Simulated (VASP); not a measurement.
Runs of VASP 6.6.1 on TiTe2. The structure is that of space group P-3m1 (No. 164), or close to it. The cells are those of the table. 

```tsv
cell	gap on the mesh (eV)	pressure (GPa)	largest force (eV/Å)
a = 3.752, b = 3.752, c = 6.454 Å, angles 90.0, 90.0, 120.0°, 3 atoms	none	-0.5	0.14
a = 3.726, b = 3.726, c = 6.410 Å, angles 90.0, 90.0, 120.0°, 3 atoms	none	0.9	0.32
a = 3.777, b = 3.777, c = 6.498 Å, angles 90.0, 90.0, 120.0°, 3 atoms	none	-1.8	0.03
a = 3.802, b = 3.802, c = 6.541 Å, angles 90.0, 90.0, 120.0°, 3 atoms	none	-2.9	0.19
a = 3.700, b = 3.700, c = 6.365 Å, angles 90.0, 90.0, 120.0°, 3 atoms	none	2.3	0.51
a = 3.851, b = 3.851, c = 6.625 Å, angles 90.0, 90.0, 120.0°, 3 atoms	none	(a)	0.47
a = 3.827, b = 3.827, c = 6.584 Å, angles 90.0, 90.0, 120.0°, 3 atoms	none	(b)	0.33
```

Alike in all rows: task single point; level PBEsol; potentials or basis VASP PAW PBE potentials, release 64 (Ti_sv, Te); no spin polarisation; k mesh 10 × 10 × 5; cutoff (eV) 520; smearing fermi-dirac 0.3 eV.

Estimate the missing entries.

(a) -4.8; (b) -3.9.

Caveats: so wide a smearing shifts energies and pressures; the PAW data sets were made with another functional, which shifts forces and pressure a little; spin-orbit coupling is left out, which moves the levels of the heavy elements; this functional lacks dispersion, which binds the layers, so the pressure and a relaxed spacing across them are unreliable; the cell stands under tension (at least some runs).

A k mesh can miss the band edges, and the runs leave out spin-orbit coupling on Te.

A gap of «none» marks levels without a gap at the run's occupations.
